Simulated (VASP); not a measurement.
# MoS2 (P6_3/mmc) in VASP: density of states with LDA

Aim: the density of states of MoS2 with LDA.

Everything below comes from runs of VASP 6.6.1. Logs are shortened: lines on timing, memory, paths and dates and some standing lists are left out, and cuts for length are marked.

## (1) The cell of the first run

Symmetry: P6_3/mmc, No. 194, hexagonal system. Conventional cell: a = 3.169 Å, b = 3.169 Å, c = 12.324 Å, α = 90.00°, β = 90.00°, γ = 120.00°. Within 3.2 Å of Mo (site symmetry -6m2) lie 6 S at 2.41 Å and 6 Mo at 3.17 Å. S (site symmetry 3m) has 3 Mo at 2.41 Å and 7 S at 3.13 to 3.17 Å within 3.2 Å.

## (2) Density of states, LDA

Input file POSCAR:

```
MoS2
1.0
    3.1690000000      0.0000000000      0.0000000000
   -1.5845000000      2.7444345046      0.0000000000
    0.0000000000      0.0000000000     12.3240000000
Mo S
2 4
Direct
    0.6666666667      0.3333333333      0.7500000000
    0.3333333333      0.6666666667      0.2500000000
    0.6666666667      0.3333333333      0.3770000000
    0.3333333333      0.6666666667      0.8770000000
    0.6666666667      0.3333333333      0.1230000000
    0.3333333333      0.6666666667      0.6230000000
```

Input file INCAR.step1:

```
SYSTEM = MoS2
  PREC = Accurate
  ENCUT = 520
  EDIFF = 1E-6
  ISMEAR = -1
  SIGMA = 0.05
  LREAL = .FALSE.
  LASPH = .TRUE.
  NELM = 100
  ALGO = Normal
  ISIF = 2
  LWAVE = .FALSE.
  LCHARG = .TRUE.
  LMAXMIX = 4
  NBANDS = 35
```

Input file KPOINTS.step1:

```
regular mesh
0
G
  10 10 3
  0 0 0
```

Input file INCAR.step2:

```
SYSTEM = MoS2
  PREC = Accurate
  ENCUT = 520
  EDIFF = 1E-6
  ISMEAR = -5
  SIGMA = 0.05
  LREAL = .FALSE.
  LASPH = .TRUE.
  NELM = 100
  ALGO = Normal
  ISIF = 2
  LWAVE = .FALSE.
  LCHARG = .FALSE.
  LMAXMIX = 4
  LORBIT = 10
  NBANDS = 35
  NEDOS = 1001
  ICHARG = 11
```

Input file KPOINTS.step2:

```
regular mesh
0
G
  15 15 5
  0 0 0
```

Potentials or basis: VASP PAW LDA potentials, release 64 (Mo_sv, S).

Command:

```sh
cat potpaw_LDA.64/Mo_sv/POTCAR potpaw_LDA.64/S/POTCAR > POTCAR
cp INCAR.step1 INCAR
cp KPOINTS.step1 KPOINTS
mpirun -np 1 vasp_std > vasp.out
cp INCAR.step2 INCAR
cp KPOINTS.step2 KPOINTS
mpirun -np 1 vasp_std > vasp.out
```

OUTCAR:

```text
SYSTEM = MoS2
   PREC = Accurate
   ENCUT = 520
   EDIFF = 1E-6
   ISMEAR = -5
   LREAL = .FALSE.
   LASPH = .TRUE.
   NELM = 100
   ISIF = 2
   LORBIT = 10
   ICHARG = 11

 ion  position               nearest neighbor table
   1  0.667  0.333  0.750-   4 2.41   6 2.41   4 2.41   6 2.41   4 2.41   6 2.41
   2  0.333  0.667  0.250-   3 2.41   5 2.41   3 2.41   5 2.41   3 2.41   5 2.41
   3  0.667  0.333  0.377-   2 2.41   2 2.41   2 2.41
   4  0.333  0.667  0.877-   1 2.41   1 2.41   1 2.41
   5  0.667  0.333  0.123-   2 2.41   2 2.41   2 2.41
   6  0.333  0.667  0.623-   1 2.41   1 2.41   1 2.41

  LATTYP: Found a hexagonal cell.
 ALAT       =     3.1690000000
 C/A-ratio  =     3.8889239508

  Lattice vectors:

 A1 = (   3.1690000000,   0.0000000000,   0.0000000000)
 A2 = (  -1.5845000000,   2.7444345046,   0.0000000000)
 A3 = (   0.0000000000,   0.0000000000,  12.3240000000)

Analysis of symmetry for initial positions (statically):
=====================================================================
 Subroutine PRICEL returns:
 Original cell was already a primitive cell.

 Routine SETGRP: Setting up the symmetry group for a
 hexagonal supercell.

 Subroutine GETGRP returns: Found 24 space group operations
 (whereof 12 operations were pure point group operations)
 out of a pool of 24 trial point group operations.

The static configuration has the point symmetry D_3d.
 The point group associated with its full space group is D_6h.

Analysis of symmetry for dynamics (positions and initial velocities):
=====================================================================
 Subroutine PRICEL returns:
 Original cell was already a primitive cell.

 Routine SETGRP: Setting up the symmetry group for a
 hexagonal supercell.

 Subroutine GETGRP returns: Found 24 space group operations
 (whereof 12 operations were pure point group operations)
 out of a pool of 24 trial point group operations.

The dynamic configuration has the point symmetry D_3d.
 The point group associated with its full space group is D_6h.

 Subroutine INISYM returns: Found 24 space group operations
 (whereof 12 operations are pure point group operations),
 and found     1 'primitive' translations

----------------------------------------------------------------------------------------

                                     Primitive cell

  volume of cell :     107.1832
[... 105 lines left out ...]
   ISIF   =      2    stress and relaxation
   ISYM   =      2    0-nonsym 1-usesym 2-fastsym
   POTIM  = 0.5000    time-step for ionic-motion
   TEBEG  =    0.0;   TEEND  =   0.0 temperature during run
   PSTRESS=    0.0 pullay stress
   NELECT =      52.0000    total number of electrons
   NUPDOWN=      -1.0000    fix difference up-down
   EMIN   =  10.00;   EMAX   =-10.00  energy-range for DOS
   EFERMI =   0.00;   METHOD = LEGACY
   ISMEAR =    -5;   SIGMA  =   0.05  broadening in eV -4-tet -1-fermi 0-gaus
   EFERMI_NEDOS =   21; number of points for ismear=-14 and -15
   IALGO  =     38    algorithm
   IMIX   =      4    mixing-type and parameters
     AMIX     =   0.40;   BMIX     =  1.00
     AMIX_MAG =   1.60;   BMIX_MAG =  1.00
  volume/ion in A,a.u.               =      17.86       120.55
  Fermi-wavevector in a.u.,A,eV,Ry     =   1.286373  2.430893 22.514325  1.654756
  Thomas-Fermi vector in A             =   2.418452
   LORBIT       =     10    0 simple, 1 ext, 2 COOP (PROOUT), +10 PAW based schemes
   GGA     = CA    functional components
   LHFCALC =     F    Hartree Fock is set to
   AEXX    =    0.0000 exact exchange contribution
   IVDW    =     0    specifies the selected vdW correction
   LEPSILON=     F    determine dielectric tensor
   LRPA    =     F    only Hartree local field effects (RPA)
 non-spin polarized calculation
 Fermi weights with tetrahedron method with Bloechl corrections
  energy-cutoff  :      520.00
  volume of cell :      107.18
 maximum number of plane-waves:      2908
 NGX is ok and might be reduce to    24

 number of electron      51.9999996 magnetization

 Free energy of the ion-electron system (eV)
  ---------------------------------------------------
  ext. energy  EPLUGINS =         0.00000000
  ---------------------------------------------------
  free energy    TOTEN  =       -48.88761713 eV

  energy without entropy =      -48.88761713  energy(sigma->0) =      -48.88761713

 E-fermi :   7.4189     XC(G=0): -11.1178

 val. band max:        7.3548140279   @ k =   0.0000   0.0000   0.0000
 cond. band min:       8.2044158610   @ k =   0.2000   0.1333   0.0000
 fundamental gap:      0.8496018331
 Fermi energy:         7.4189287339

 k-point     1 :       0.0000    0.0000    0.0000
  band No.  band energies     occupation
      1     -53.8117      2.00000
      2     -53.8117      2.00000
      3     -28.1630      2.00000
      4     -28.1629      2.00000
      5     -27.9274      2.00000
      6     -27.9274      2.00000
[... 901 lines left out ...]
     34      11.6162      0.00000
     35      13.1764      0.00000

 [... further k-points ...]
[... 5 lines left out ...]
  --------------------------------------------------------------------------------------
  -------------------------------------------------------------------------------------
  Total       -3.8080076     -3.8080076     -3.5265322      0.0000000      0.0000000      0.0000000
  in kB      -56.9221889    -56.9221889    -52.7146868      0.0000000      0.0000000      0.0000000
  external PRESSURE =     -55.5196882 kB  Pullay stress =       0.0000000 kB

 VOLUME and BASIS-vectors are now :
 -----------------------------------------------------------------------------
  energy-cutoff  :      520.00
  volume of cell :      107.18
      direct lattice vectors                 reciprocal lattice vectors
     3.169000000  0.000000000  0.000000000     0.315556958  0.182186895  0.000000000
    -1.584500000  2.744434505  0.000000000     0.000000000  0.364373789  0.000000000
     0.000000000  0.000000000 12.324000000     0.000000000  0.000000000  0.081142486

 POSITION                                       TOTAL-FORCE (eV/Angst)
 -----------------------------------------------------------------------------------
      1.58450      0.91481      9.24300        -0.000000     -0.000000      0.000000
     -0.00000      1.82962      3.08100         0.000000      0.000000      0.000000
      1.58450      0.91481      4.64615        -0.000000      0.000000     -0.464009
     -0.00000      1.82962     10.80815         0.000000      0.000000     -0.464009
      1.58450      0.91481      1.51585        -0.000000      0.000000      0.464009
     -0.00000      1.82962      7.67785         0.000000      0.000000      0.464009
 -----------------------------------------------------------------------------------
    total drift:                               -0.000000      0.000000     -0.000000

  FREE ENERGIE OF THE ION-ELECTRON SYSTEM (eV)
  ---------------------------------------------------
  free  energy   TOTEN  =       -48.8876171314 eV

  energy  without entropy=      -48.8876171314  energy(sigma->0) =      -48.88761713

 total charge

# of ion       s       p       d       tot
------------------------------------------
    1        2.294   6.220   3.968  12.483
    2        2.294   6.220   3.968  12.483
    3        1.362   2.324   0.000   3.686
    4        1.362   2.324   0.000   3.686
    5        1.362   2.324   0.000   3.686
    6        1.362   2.324   0.000   3.686
--------------------------------------------------
tot         10.038  21.734   7.937  39.709
```

OUTCAR.step1:

```text
SYSTEM = MoS2
   PREC = Accurate
   ENCUT = 520
   EDIFF = 1E-6
   ISMEAR = -1
   LREAL = .FALSE.
   LASPH = .TRUE.
[... 1150 lines left out ...]
     -0.00000      1.82962     10.80815         0.000000     -0.000000     -0.463923
      1.58450      0.91481      1.51585        -0.000000      0.000000      0.463923
     -0.00000      1.82962      7.67785         0.000000     -0.000000      0.463923
 -----------------------------------------------------------------------------------
    total drift:                               -0.000000      0.000000     -0.000000

  FREE ENERGIE OF THE ION-ELECTRON SYSTEM (eV)
  ---------------------------------------------------
  free  energy   TOTEN  =       -48.8876446548 eV

  energy  without entropy=      -48.8876404994  energy(sigma->0) =      -48.88764258
```

Run time: 2.5 min. Hardware: 1 thread of Intel Xeon 6975P-C, shared host; peak memory 0.34 GiB.

Results:

* Valence electrons inside the program's atomic spheres: Mo 12.48; S 3.69

Levels at points of the mesh, in eV from the valence-band top:
| k point | band 22 | band 23 | band 24 | band 25 | band 26 | band 27 | band 28 | band 29 | band 30 | band 31 |
| --- | --- | --- | --- | --- | --- | --- | --- | --- | --- | --- |
| (0.00, 0.00, 0.00) | -2.13 | -2.13 | -1.20 | -1.16 | 0.00 | 2.09 | 2.09 | 2.11 | 2.11 | 2.26 |
